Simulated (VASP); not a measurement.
# Ga2As2Cl in VASP: notebook

Ga2As2Cl is run at these levels: PBE; tasks: single point.

Everything below comes from runs of VASP 6.6.1. Logs are shortened: lines on timing, memory, paths and dates and some standing lists are left out, and cuts for length are marked.

### Step 1. The cell of the first run

The cell holds a slab with vacuum, 5 atoms: a = 4.063 Å, b = 4.063 Å, c = 19.672 Å, α = 90.00°, β = 90.00°, γ = 120.00°.

### Step 2. Single point, PBE, collinear spin

File INCAR:

```
  PREC = Accurate
  ENCUT = 520
  EDIFF = 1E-6
  ISMEAR = 0
  SIGMA = 0.05
  LREAL = False
  LASPH = True
  NELM = 150
  ALGO = Normal
  ISIF = 2
  LWAVE = False
  LCHARG = True
  ISPIN = 2
  MAGMOM = 0 0 0 0 1
  LORBIT = 11
  LDIPOL = True
  IDIPOL = 3
  DIPOL = 0.5 0.5 0.355
  GGA = PE
  LELF = True
  LVHAR = True
  LVACPOTAV = True
  NBANDS = 34
```

File KPOINTS:

```
Automatic mesh
0
Gamma
  9 9 1
```

File POSCAR:

```
Ga2As2Cl
1.0
    4.0629609260      0.0000000000      0.0000000000
   -2.0314804630      3.5186273765      0.0000000000
    0.0000000000      0.0000000000     19.6715433583
As Ga Cl
2 2 1
Direct
    0.0000000000      0.0000000000      0.2033394090
    0.3333333333      0.6666666667      0.3841855388
    0.3333333333      0.6666666667      0.2454992137
    0.6666666667      0.3333333333      0.4153991992
    0.6666666667      0.3333333333      0.5264980173
```

Potentials or basis: VASP PAW PBE potentials, release 64 (As, Ga_d, Cl).

Started as:

```
> cat potpaw_PBE.64/As/POTCAR potpaw_PBE.64/Ga_d/POTCAR potpaw_PBE.64/Cl/POTCAR > POTCAR
> mpirun -np 1 vasp_std > vasp.out
```

OUTCAR:

```text
PREC = Accurate
   ENCUT = 520
   EDIFF = 1E-6
   ISMEAR = 0
   LREAL = False
   LASPH = True
   NELM = 150
   ISIF = 2
   ISPIN = 2
   LORBIT = 11
   GGA = PE

 ion  position               nearest neighbor table
   1  0.000  0.000  0.203-   3 2.49   3 2.49   3 2.49
   2  0.333  0.667  0.384-   4 2.42   4 2.42   4 2.42   3 2.73
   3  0.333  0.667  0.245-   1 2.49   1 2.49   1 2.49   2 2.73
   4  0.667  0.333  0.415-   5 2.19   2 2.42   2 2.42   2 2.42
   5  0.667  0.333  0.526-   4 2.19

  LATTYP: Found a hexagonal cell.
 ALAT       =     4.0629609260
 C/A-ratio  =     4.8416767270

  Lattice vectors:

 A1 = (   4.0629609260,   0.0000000000,   0.0000000000)
 A2 = (  -2.0314804630,   3.5186273765,   0.0000000000)
 A3 = (   0.0000000000,   0.0000000000,  19.6715433583)

Analysis of symmetry for initial positions (statically):
=====================================================================
 Subroutine PRICEL returns:
 Original cell was already a primitive cell.

 Routine SETGRP: Setting up the symmetry group for a
 hexagonal supercell.

 Subroutine GETGRP returns: Found  6 space group operations
 (whereof  6 operations were pure point group operations)
 out of a pool of 24 trial point group operations.

The static configuration has the point symmetry C_3v.

Analysis of symmetry for dynamics (positions and initial velocities):
=====================================================================
 Subroutine PRICEL returns:
 Original cell was already a primitive cell.

 Routine SETGRP: Setting up the symmetry group for a
 hexagonal supercell.

 Subroutine GETGRP returns: Found  6 space group operations
 (whereof  6 operations were pure point group operations)
 out of a pool of 24 trial point group operations.

The dynamic configuration has the point symmetry C_3v.

Analysis of structural, dynamic, and magnetic symmetry:
=====================================================================
 Subroutine PRICEL returns:
 Original cell was already a primitive cell.

 Routine SETGRP: Setting up the symmetry group for a
 hexagonal supercell.

 Subroutine GETGRP returns: Found  6 space group operations
 (whereof  6 operations were pure point group operations)
 out of a pool of 24 trial point group operations.

The overall configuration has the point symmetry C_3v.

 Subroutine INISYM returns: Found  6 space group operations
 (whereof  6 operations are pure point group operations),
 and found     1 'primitive' translations

----------------------------------------------------------------------------------------

                                     Primitive cell

  volume of cell :     281.2253

  direct lattice vectors                    reciprocal lattice vectors
     4.062960926  0.000000000  0.000000000     0.246125921  0.142100867  0.000000000
    -2.031480463  3.518627377  0.000000000     0.000000000  0.284201734  0.000000000
     0.000000000  0.000000000 19.671543358     0.000000000  0.000000000  0.050834852

  length of vectors
     4.062960926  4.062960926 19.671543358     0.284201734  0.284201734  0.050834852

  position of ions in fractional coordinates (direct lattice)
     0.000000000  0.000000000  0.203339409
     0.333333333  0.666666667  0.384185539
     0.333333333  0.666666667  0.245499214
     0.666666667  0.333333333  0.415399199
     0.666666667  0.333333333  0.526498017

  ion indices of the primitive-cell ions
   primitive index   ion index
                 1           1
                 2           2
                 3           3
                 4           4
                 5           5

----------------------------------------------------------------------------------------

 KPOINTS: Automatic mesh

Automatic generation of k-mesh.
 Grid dimensions read from file:
 generate k-points for:    9    9    1

 Generating k-lattice:

  Cartesian coordinates                     Fractional coordinates (reciprocal lattice)
     0.027347325  0.015788985  0.000000000     0.111111111  0.000000000  0.000000000
     0.000000000  0.031577970  0.000000000     0.000000000  0.111111111  0.000000000
     0.000000000  0.000000000  0.050834852     0.000000000  0.000000000  1.000000000

  Length of vectors
     0.031577970  0.031577970  0.050834852

  Shift w.r.t. Gamma in fractional coordinates (k-lattice)
     0.000000000  0.000000000  0.000000000

 Subroutine IBZKPT returns following result:
 ===========================================

 Found     12 irreducible k-points:

 Following reciprocal coordinates:
            Coordinates               Weight
  0.000000  0.000000  0.000000      1.000000
  0.111111 -0.000000  0.000000      6.000000
  0.222222 -0.000000  0.000000      6.000000
  0.333333 -0.000000  0.000000      6.000000
  0.444444 -0.000000  0.000000      6.000000
  0.111111  0.111111  0.000000      6.000000
  0.222222  0.111111  0.000000     12.000000
  0.333333  0.111111  0.000000     12.000000
  0.444444  0.111111  0.000000      6.000000
  0.222222  0.222222  0.000000      6.000000
  0.333333  0.222222  0.000000     12.000000
  0.333333  0.333333  0.000000      2.000000
   k-points           NKPTS =     12   k-points in BZ     NKDIM =     12   number of bands    NBANDS=     34
   number of dos      NEDOS =    301   number of ions     NIONS =      5
   total plane-waves  NPLWV = 135000
   dimension x,y,z NGX =    30 NGY =   30 NGZ =  150
   dimension x,y,z NGXF=    60 NGYF=   60 NGZF=  300
   ions per type =               2   2   1
   NGX,Y,Z   is equivalent  to a cutoff of  12.28, 12.28, 12.68 a.u.
   NGXF,Y,Z  is equivalent  to a cutoff of  24.55, 24.55, 25.35 a.u.
 SYSTEM =  unknown system
   PREC   = accura    normal or accurate (medium, high low for compatibility)
   ISTART =      0    job   : 0-new  1-cont  2-samecut
   ICHARG =      2    charge: 1-file 2-atom 10-const
   ISPIN  =      2    spin polarized calculation?
   LNONCOLLINEAR =      F non collinear calculations
   LSORBIT =      F    spin-orbit coupling
   LASPH  =      T    aspherical Exc in radial PAW
   ENCUT  =  520.0 eV  38.22 Ry    6.18 a.u.   7.55  7.55 36.58*2*pi/ulx,y,z
   NELM   =    150;   NELMIN=  2; NELMDL= -5     # of ELM steps
   EDIFF  = 0.1E-05   stopping-criterion for ELM
   LREAL  =      F    real-space projection
   EDIFFG = 0.1E-04   stopping-criterion for IOM
   NSW    =      0    number of steps for IOM
   IBRION =     -1    ionic relax: 0-MD 1-quasi-New 2-CG
   NFREE  =      0    steps in history (QN), initial steepest desc. (CG)
   ISIF   =      2    stress and relaxation
   ISYM   =      2    0-nonsym 1-usesym 2-fastsym
   POTIM  = 0.5000    time-step for ionic-motion
   TEBEG  =    0.0;   TEEND  =   0.0 temperature during run
   PSTRESS=    0.0 pullay stress
   NELECT =      43.0000    total number of electrons
   NUPDOWN=      -1.0000    fix difference up-down
   EMIN   =  10.00;   EMAX   =-10.00  energy-range for DOS
   EFERMI =   0.00;   METHOD = LEGACY
   ISMEAR =     0;   SIGMA  =   0.05  broadening in eV -4-tet -1-fermi 0-gaus
   EFERMI_NEDOS =   21; number of points for ismear=-14 and -15
   IALGO  =     38    algorithm
   IMIX   =      4    mixing-type and parameters
     AMIX     =   0.40;   BMIX     =  1.00
     AMIX_MAG =   1.60;   BMIX_MAG =  1.00
  volume/ion in A,a.u.               =      56.25       379.56
  Fermi-wavevector in a.u.,A,eV,Ry     =   0.875413  1.654290 10.426790  0.766347
  Thomas-Fermi vector in A             =   1.995080
   LORBIT       =     11    0 simple, 1 ext, 2 COOP (PROOUT), +10 PAW based schemes
   GGA     = PE    functional components
   LHFCALC =     F    Hartree Fock is set to
   AEXX    =    0.0000 exact exchange contribution
   IVDW    =     0    specifies the selected vdW correction
   LEPSILON=     F    determine dielectric tensor
   LRPA    =     F    only Hartree local field effects (RPA)
 spin polarized calculation
 Gauss-broadening in eV      SIGMA  =   0.05
  energy-cutoff  :      520.00
  volume of cell :      281.23
 maximum number of plane-waves:      7629
 NGX is ok and might be reduce to    30
   NGX = 15   NGY = 15   NGZ = 73

 number of electron      42.9999997 magnetization       0.9664844

 dipolmoment           0.000000      0.000000      0.171222 electrons x Angstroem

 Free energy of the ion-electron system (eV)
  ---------------------------------------------------
  ext. energy  EPLUGINS =         0.00000000
  ---------------------------------------------------
  free energy    TOTEN  =       -18.23109571 eV

  energy without entropy =      -18.22697636  energy(sigma->0) =      -18.22903603

 E-fermi :  -2.5582     XC(G=0):  -4.5263

 val. band max:       -2.5606306893   @ k =   0.4444  -0.0000   0.0000
 cond. band min:      -2.5461161478   @ k =   0.4444   0.1111   0.0000
 fundamental gap:      0.0145145416
 Fermi energy:        -2.5582177434

 spin component 1

 k-point     1 :       0.0000    0.0000    0.0000
  band No.  band energies     occupation
      1     -17.3013      1.00000
      2     -16.8901      1.00000
      3     -16.8901      1.00000
      4     -16.8866      1.00000
      5     -16.8530      1.00000
      6     -16.8530      1.00000
[... 25 lines left out ...]
     32       4.5724      0.00000
     33       5.0565      0.00000

 k-point     2 :       0.1111   -0.0000    0.0000
  band No.  band energies     occupation
      1     -17.2971      1.00000
      2     -16.9056      1.00000
      3     -16.8860      1.00000
      4     -16.8855      1.00000
      5     -16.8515      1.00000
      6     -16.8503      1.00000
[... 25 lines left out ...]
     32       4.5009      0.00000
     33       5.0645      0.00000
[... 322 lines left out ...]
     32       5.8679      0.00000
     33       6.4329      0.00000

 k-point    12 :       0.3333    0.3333    0.0000
  band No.  band energies     occupation
      1     -17.2599      1.00000
      2     -16.9741      1.00000
      3     -16.9206      1.00000
      4     -16.8552      1.00000
      5     -16.8366      1.00000
      6     -16.8325      1.00000
[... 25 lines left out ...]
     32       5.5483      0.00000
     33       5.6086      0.00000
 Fermi energy:        -2.5582177434

 spin component 2

 k-point     1 :       0.0000    0.0000    0.0000
  band No.  band energies     occupation
      1     -17.2668      1.00000
      2     -16.8842      1.00000
      3     -16.8842      1.00000
      4     -16.8667      1.00000
      5     -16.8453      1.00000
      6     -16.8453      1.00000
[... 25 lines left out ...]
     32       4.7249      0.00000
     33       5.1466      0.00000

 k-point     2 :       0.1111   -0.0000    0.0000
  band No.  band energies     occupation
      1     -17.2628      1.00000
      2     -16.8962      1.00000
      3     -16.8803      1.00000
      4     -16.8701      1.00000
      5     -16.8429      1.00000
      6     -16.8416      1.00000
[... 25 lines left out ...]
     32       4.6761      0.00000
     33       5.1676      0.00000
[... 322 lines left out ...]
     32       6.0958      0.00000
     33       6.6111      0.00000

 k-point    12 :       0.3333    0.3333    0.0000
  band No.  band energies     occupation
      1     -17.2274      1.00000
      2     -16.9611      1.00000
      3     -16.9056      1.00000
      4     -16.8504      1.00000
      5     -16.8324      1.00000
      6     -16.8195      1.00000
[... 25 lines left out ...]
     32       5.7183      0.00000
     33       5.7633      0.00000
 [bands above 33 left out]

------------------------ aborting loop because EDIFF is reached ----------------------------------------

  FORCE on cell =-STRESS in cart. coord.  units (eV):
  Direction    XX          YY          ZZ          XY          YZ          ZX
  --------------------------------------------------------------------------------------
  -------------------------------------------------------------------------------------
  Total        1.1358979      1.1358979     -1.7281689      0.0000000      0.0000000      0.0000000
  in kB        6.4713592      6.4713592     -9.8456049      0.0000000      0.0000000      0.0000000
  external PRESSURE =       1.0323712 kB  Pullay stress =       0.0000000 kB

 VOLUME and BASIS-vectors are now :
 -----------------------------------------------------------------------------
  energy-cutoff  :      520.00
  volume of cell :      281.23
      direct lattice vectors                 reciprocal lattice vectors
     4.062960926  0.000000000  0.000000000     0.246125921  0.142100867  0.000000000
    -2.031480463  3.518627377  0.000000000     0.000000000  0.284201734  0.000000000
     0.000000000  0.000000000 19.671543358     0.000000000  0.000000000  0.050834852

 POSITION                                       TOTAL-FORCE (eV/Angst)
 -----------------------------------------------------------------------------------
      0.00000      0.00000      4.00000        -0.000000      0.000000      0.290733
     -0.00000      2.34575      7.55752        -0.000000      0.000000     -1.570202
     -0.00000      2.34575      4.82935         0.000000      0.000000      0.435763
      2.03148      1.17288      8.17154         0.000000     -0.000000      0.850951
      2.03148      1.17288     10.35703         0.000000     -0.000000     -0.007245
 -----------------------------------------------------------------------------------
    total drift:                               -0.000004      0.000002     -0.001728

  FREE ENERGIE OF THE ION-ELECTRON SYSTEM (eV)
  ---------------------------------------------------
  free  energy   TOTEN  =       -18.2310957054 eV

  energy  without entropy=      -18.2269763596  energy(sigma->0) =      -18.22903603

 vacuum level on the upper side and lower side of the slab         4.789         2.620

 total charge

# of ion       s       p       d       tot
------------------------------------------
    1        1.251   1.459   0.022   2.732
    2        1.228   1.536   0.027   2.791
    3        0.897   0.705   9.973  11.575
    4        0.860   0.803  10.032  11.695
    5        1.608   3.483   0.000   5.091
--------------------------------------------------
tot          5.844   7.986  20.054  33.884

 magnetization (x)

# of ion       s       p       d       tot
------------------------------------------
    1        0.008   0.242  -0.000   0.250
    2        0.003   0.144   0.000   0.147
    3       -0.009   0.017   0.013   0.021
    4       -0.003   0.003   0.007   0.007
    5        0.002   0.081   0.000   0.083
--------------------------------------------------
tot          0.001   0.487   0.020   0.508
```

Run time: 7.1 min. Hardware: 1 thread of Intel Xeon Platinum 8488C (Sapphire Rapids), shared host; peak memory 0.55 GiB.

What came out:

- Free energy: -18.2311 eV
- Largest force: 1.570 eV/Å
- Band gap on the k mesh: zero (filled and empty bands overlap)
- Net moment: 0.97 μB per cell
- Site moments: As +0.25, +0.15; Ga +0.02, +0.01; Cl +0.08 μB
- Valence electrons inside the program's atomic spheres: As 2.73, 2.79; Ga 11.57, 11.70; Cl 5.09

Forces on the atoms (eV/Å):
```
As   0.000  0.000  0.291
As   0.000  0.000 -1.570
Ga   0.000  0.000  0.436
Ga   0.000  0.000  0.851
Cl   0.000  0.000 -0.007
```

Caveat: a moment this small can come from the mesh or the smearing.

(Continued in part 2 of 2.)

The gap in the log of VASP goes by the Fermi energy; the results here count the filled bands.